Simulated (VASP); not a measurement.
# In (Im-3m) in VASP: a series of runs

The runs below take In through single point, relaxation of cell and atoms, with PBEsol.

Program: VASP 6.6.1. These are calculated values, not measurements. Logs are shortened: lines on timing, memory, paths and dates and some standing lists are left out, and cuts for length are marked.

**1. The cell of the first run**

Symmetry: Im-3m, No. 229, cubic system. The conventional cell has a = 3.725 Å, b = 3.725 Å, c = 3.725 Å, α = 90.00°, β = 90.00°, γ = 90.00°. In (site symmetry m-3m) has 14 In at 3.23 to 3.72 Å within 4.2 Å.

**2. Single point, PBEsol**

Input file INCAR:

```
PREC = Accurate
ENCUT = 520
EDIFF = 1E-7
ISMEAR = -1
SIGMA = 0.1
LREAL = F
LASPH = T
NELM = 60
ALGO = Normal
ISIF = 2
LWAVE = F
LCHARG = F
GGA = PS
NBANDS = 12
```

Input file KPOINTS:

```
Automatic mesh
0
Gamma
  16 16 16
```

Input file POSCAR:

```
In
1.0
   -1.8623988071      1.8623988071      1.8623988071
    1.8623988071     -1.8623988071      1.8623988071
    1.8623988071      1.8623988071     -1.8623988071
In
1
Direct
    0.0000000000      0.0000000000      0.0000000000
```

Potentials or basis: VASP PAW PBE potentials, release 64 (In_d).

On the command line:

```bash
> cat potpaw_PBE.64/In_d/POTCAR > POTCAR
> mpirun -np 1 vasp_std > vasp.out
```

OUTCAR:

```text
PREC = Accurate
   ENCUT = 520
   EDIFF = 1E-7
   ISMEAR = -1
   LREAL = F
   LASPH = T
   NELM = 60
   ISIF = 2
   GGA = PS

 ion  position               nearest neighbor table
   1  0.000  0.000  0.000-

  LATTYP: Found a body centered cubic cell.
 ALAT       =     3.7247976142

  Lattice vectors:

 A1 = (  -1.8623988071,   1.8623988071,   1.8623988071)
 A2 = (   1.8623988071,  -1.8623988071,   1.8623988071)
 A3 = (   1.8623988071,   1.8623988071,  -1.8623988071)

Analysis of symmetry for initial positions (statically):
=====================================================================
 Subroutine PRICEL returns:
 Original cell was already a primitive cell.

 Routine SETGRP: Setting up the symmetry group for a
 body centered cubic supercell.

 Subroutine GETGRP returns: Found 48 space group operations
 (whereof 48 operations were pure point group operations)
 out of a pool of 48 trial point group operations.

The static configuration has the point symmetry O_h .

Analysis of symmetry for dynamics (positions and initial velocities):
=====================================================================
 Subroutine PRICEL returns:
 Original cell was already a primitive cell.

 Routine SETGRP: Setting up the symmetry group for a
 body centered cubic supercell.

 Subroutine GETGRP returns: Found 48 space group operations
 (whereof 48 operations were pure point group operations)
 out of a pool of 48 trial point group operations.

The dynamic configuration has the point symmetry O_h .

 Subroutine INISYM returns: Found 48 space group operations
 (whereof 48 operations are pure point group operations),
 and found     1 'primitive' translations

----------------------------------------------------------------------------------------

                                     Primitive cell

  volume of cell :      25.8391

  direct lattice vectors                    reciprocal lattice vectors
    -1.862398807  1.862398807  1.862398807     0.000000000  0.268470962  0.268470962
     1.862398807 -1.862398807  1.862398807     0.268470962  0.000000000  0.268470962
     1.862398807  1.862398807 -1.862398807     0.268470962  0.268470962  0.000000000

  length of vectors
     3.225769358  3.225769358  3.225769358     0.379675276  0.379675276  0.379675276

  position of ions in fractional coordinates (direct lattice)
     0.000000000  0.000000000  0.000000000

  ion indices of the primitive-cell ions
[... 80 lines left out ...]
   ISIF   =      2    stress and relaxation
   ISYM   =      2    0-nonsym 1-usesym 2-fastsym
   POTIM  = 0.5000    time-step for ionic-motion
   TEBEG  =    0.0;   TEEND  =   0.0 temperature during run
   PSTRESS=    0.0 pullay stress
   NELECT =      13.0000    total number of electrons
   NUPDOWN=      -1.0000    fix difference up-down
   EMIN   =  10.00;   EMAX   =-10.00  energy-range for DOS
   EFERMI =   0.00;   METHOD = LEGACY
   ISMEAR =    -1;   SIGMA  =   0.10  broadening in eV -4-tet -1-fermi 0-gaus
   EFERMI_NEDOS =   21; number of points for ismear=-14 and -15
   IALGO  =     38    algorithm
   IMIX   =      4    mixing-type and parameters
     AMIX     =   0.40;   BMIX     =  1.00
     AMIX_MAG =   1.60;   BMIX_MAG =  1.00
  volume/ion in A,a.u.               =      25.84       174.37
  Fermi-wavevector in a.u.,A,eV,Ry     =   1.302057  2.460531 23.066663  1.695352
  Thomas-Fermi vector in A             =   2.433150
   LORBIT       =      0    0 simple, 1 ext, 2 COOP (PROOUT), +10 PAW based schemes
   GGA     = PS    functional components
   LHFCALC =     F    Hartree Fock is set to
   AEXX    =    0.0000 exact exchange contribution
   IVDW    =     0    specifies the selected vdW correction
   LEPSILON=     F    determine dielectric tensor
   LRPA    =     F    only Hartree local field effects (RPA)
 non-spin polarized calculation
  energy-cutoff  :      520.00
  volume of cell :       25.84
 maximum number of plane-waves:       715
   NGX = 11   NGY = 11   NGZ = 11

 number of electron      12.9999991 magnetization

 Free energy of the ion-electron system (eV)
  ---------------------------------------------------
  ext. energy  EPLUGINS =         0.00000000
  ---------------------------------------------------
  free energy    TOTEN  =        -2.97561515 eV

  energy without entropy =       -2.95844366  energy(sigma->0) =       -2.96702940

 E-fermi :   7.4984     XC(G=0): -10.4659

 val. band max:        7.4872191164   @ k =  -0.3750   0.4375   0.1875
 cond. band min:       7.5085096753   @ k =   0.3125   0.2500   0.1250
 fundamental gap:      0.0212905589
 Fermi energy:         7.4984475775

 k-point     1 :       0.0000    0.0000    0.0000
  band No.  band energies     occupation
      1      -7.1065      2.00000
      2      -7.1065      2.00000
      3      -7.1065      2.00000
      4      -6.8164      2.00000
      5      -6.8164      2.00000
      6      -2.1481      2.00000
      7      18.7272      0.00000
      8      18.7272      0.00000
      9      18.7272      0.00000
     10      20.5432      0.00000
     11      20.5432      0.00000
     12      20.5432      0.00000
[... 331 lines left out ...]
 k-point    24 :       0.2500    0.1875    0.0000
  band No.  band energies     occupation
      1      -7.1706      2.00000
      2      -7.0690      2.00000
      3      -6.8622      2.00000
      4      -6.8471      2.00000
      5      -6.7535      2.00000
      6       1.3179      2.00000
      7       8.6386      0.00002
      8      10.5291      0.00000
      9      14.4216      0.00000
     10      19.4855      0.00000
     11      20.6012      0.00000
     12      23.1524      0.00000

 [... further k-points ...]

------------------------ aborting loop because EDIFF is reached ----------------------------------------

  FORCE on cell =-STRESS in cart. coord.  units (eV):
  Direction    XX          YY          ZZ          XY          YZ          ZX
  --------------------------------------------------------------------------------------
  -------------------------------------------------------------------------------------
  Total       -0.0015453     -0.0015453     -0.0015453     -0.0000000     -0.0000000     -0.0000000
  in kB       -0.0958199     -0.0958199     -0.0958199     -0.0000000     -0.0000000     -0.0000000
  external PRESSURE =      -0.0958199 kB  Pullay stress =       0.0000000 kB

 VOLUME and BASIS-vectors are now :
 -----------------------------------------------------------------------------
  energy-cutoff  :      520.00
  volume of cell :       25.84
      direct lattice vectors                 reciprocal lattice vectors
    -1.862398807  1.862398807  1.862398807     0.000000000  0.268470962  0.268470962
     1.862398807 -1.862398807  1.862398807     0.268470962  0.000000000  0.268470962
     1.862398807  1.862398807 -1.862398807     0.268470962  0.268470962  0.000000000

 POSITION                                       TOTAL-FORCE (eV/Angst)
 -----------------------------------------------------------------------------------
      0.00000      0.00000      0.00000         0.000000      0.000000      0.000000
 -----------------------------------------------------------------------------------
    total drift:                                0.000000      0.000000      0.000000

  FREE ENERGIE OF THE ION-ELECTRON SYSTEM (eV)
  ---------------------------------------------------
  free  energy   TOTEN  =        -2.9756151517 eV

  energy  without entropy=       -2.9584436580  energy(sigma->0) =       -2.96702940
```

OSZICAR:

```text
N       E                     dE             d eps       ncg     rms          rms(c)
DAV:   1     0.779984784492E+02    0.77998E+02   -0.63288E+03  3548   0.137E+03
DAV:   2     0.760920860154E+00   -0.77238E+02   -0.75365E+02  3640   0.294E+02
DAV:   3    -0.293119304080E+01   -0.36921E+01   -0.36804E+01  4136   0.642E+01
DAV:   4    -0.301558583768E+01   -0.84393E-01   -0.84361E-01  4420   0.958E+00
DAV:   5    -0.301934307952E+01   -0.37572E-02   -0.37571E-02  4668   0.181E+00    0.232E+00
DAV:   6    -0.298310158275E+01    0.36241E-01   -0.57993E-02  4276   0.498E+00    0.110E+00
DAV:   7    -0.297626977739E+01    0.68318E-02   -0.15183E-02  4524   0.233E+00    0.279E-01
DAV:   8    -0.297561233196E+01    0.65745E-03   -0.85688E-04  4688   0.494E-01    0.233E-02
DAV:   9    -0.297561441883E+01   -0.20869E-05   -0.10367E-05  5196   0.416E-02    0.162E-02
DAV:  10    -0.297561513490E+01   -0.71607E-06   -0.83500E-07  3980   0.986E-03    0.622E-04
DAV:  11    -0.297561515167E+01   -0.16774E-07   -0.11750E-08  2736   0.153E-03
   1 F= -.29756152E+01 E0= -.29670294E+01  d E =-.171715E-01
```

Wall time 9.2 s (1 thread of Intel Xeon 6975P-C (Granite Rapids), shared host); peak memory 0.16 GiB.

Results:

* Free energy: -2.9756 eV
* Pressure: 0.0 GPa

Caveat: the PAW data sets were made with another functional, which shifts forces and pressure a little; spin-orbit coupling is left out, which moves the levels of the heavy elements.

**3. Single point, PBEsol**

Input file INCAR:

```
SYSTEM = In
PREC = Accurate ; ENCUT = 520
EDIFF = 1E-6 ; ISMEAR = -1
SIGMA = 0.1 ; LREAL = .FALSE.
LASPH = .TRUE. ; NELM = 100
ALGO = Normal ; ISIF = 2
LWAVE = .FALSE. ; LCHARG = .TRUE.
GGA = PS ; LELF = .TRUE.
LVHAR = .TRUE. ; NBANDS = 12
```

Input file KPOINTS:

```
Automatic mesh
0
G
  16 16 16
  0 0 0
```

POSCAR is that of step 2.

Potentials or basis: VASP PAW PBE potentials, release 64 (In_d).

On the command line:

```bash
> cat potpaw_PBE.64/In_d/POTCAR > POTCAR
> mpirun -np 1 vasp_std > vasp.out
```

Wall time 8.9 s (1 thread of Intel Xeon 6975P-C (Granite Rapids), shared host); peak memory 0.16 GiB.

It converged, with:

| Property | Result |
| --- | --- |
| Free energy | -2.9756 eV |
| Pressure | 0.0 GPa |

Levels at points of the mesh, in eV from the Fermi level:
```tsv
k point	band 2	band 3	band 4	band 5	band 6	band 7	band 8	band 9	band 10	band 11
(0.00, 0.00, 0.00)	-14.61	-14.61	-14.31	-14.31	-9.65	11.23	11.23	11.23	13.04	13.04
(0.50, 0.00, 0.00)	-14.65	-14.33	-14.32	-14.13	-3.94	-3.26	5.96	7.37	10.19	10.28
(0.50, 0.50, 0.50)	-14.72	-14.18	-14.18	-14.18	1.10	1.25	1.25	1.25	5.31	5.31
```

Caveat: the PAW data sets were made with another functional, which shifts forces and pressure a little; spin-orbit coupling is left out, which moves the levels of the heavy elements.

**4. Relaxation of cell and atoms, PBEsol**

This run uses another cell than the first one, of 25.58 Å³/atom, 0.990 times its volume.

Input file INCAR:

```
PREC = Accurate
ENCUT = 600
EDIFF = 1E-6
ISMEAR = -1
SIGMA = 0.1
LREAL = F
LASPH = T
NELM = 100
ALGO = Normal
ISIF = 3
LWAVE = F
LCHARG = F
GGA = PS
IBRION = 2
NSW = 60
EDIFFG = -0.005
```

Input file KPOINTS:

```
Automatic mesh
0
Gamma
  16 16 16
```

Input file POSCAR:

```
In
1.0
   -1.8561760959      1.8561760959      1.8561760959
    1.8561760959     -1.8561760959      1.8561760959
    1.8561760959      1.8561760959     -1.8561760959
In
1
Direct
    0.0000000000      0.0000000000      0.0000000000
```

On the command line:

```bash
> cat potpaw_PBE.64/In_d/POTCAR > POTCAR
> mpirun -np 1 vasp_std > vasp.out
```

Run time: 24 s. Hardware: 1 thread of Intel Xeon 6975P-C (Granite Rapids), shared host; peak memory 0.2 GiB.

Results (log left out):

- Free energy: -2.9759 eV
- Relaxed volume: 25.88 Å³/atom
- Relaxed cell: a = 3.228 Å, b = 3.228 Å, c = 3.228 Å, α = 109.47°, β = 109.47°, γ = 109.47°
- Space group after relaxing (to 0.05 Å): Im-3m (No. 229)
- Energy gained by relaxing: 0.4 meV/atom
- Ionic steps: 2
- Pressure after relaxing: 0.0 GPa

The path:
```csv
step,energy change (eV),largest force (eV/Å),pressure (GPa),volume (Å³)
1,0.0000,0.0000,0.51,25.58
2,-0.0004,0.0000,-0.02,25.88
```

Final structure:
```
CELL_PARAMETERS angstrom
-1.86347 1.86347 1.86347
1.86347 -1.86347 1.86347
1.86347 1.86347 -1.86347
ATOMIC_POSITIONS crystal
In 0.00000 0.00000 0.00000
```

Levels at points of the mesh, in eV from the Fermi level:
```
           k point  band 4  band 5  band 6  band 7  band 8  band 9
(0.00, 0.00, 0.00)  -14.31  -14.31   -9.63   11.21   11.21   11.21
(0.50, 0.00, 0.00)  -14.32  -14.13   -3.94   -3.25    5.95    7.36
(0.50, 0.50, 0.50)  -14.18  -14.18    1.08    1.25    1.25    1.25
```

Caveat: the PAW data sets were made with another functional, which shifts forces and pressure a little; spin-orbit coupling is left out, which moves the levels of the heavy elements.
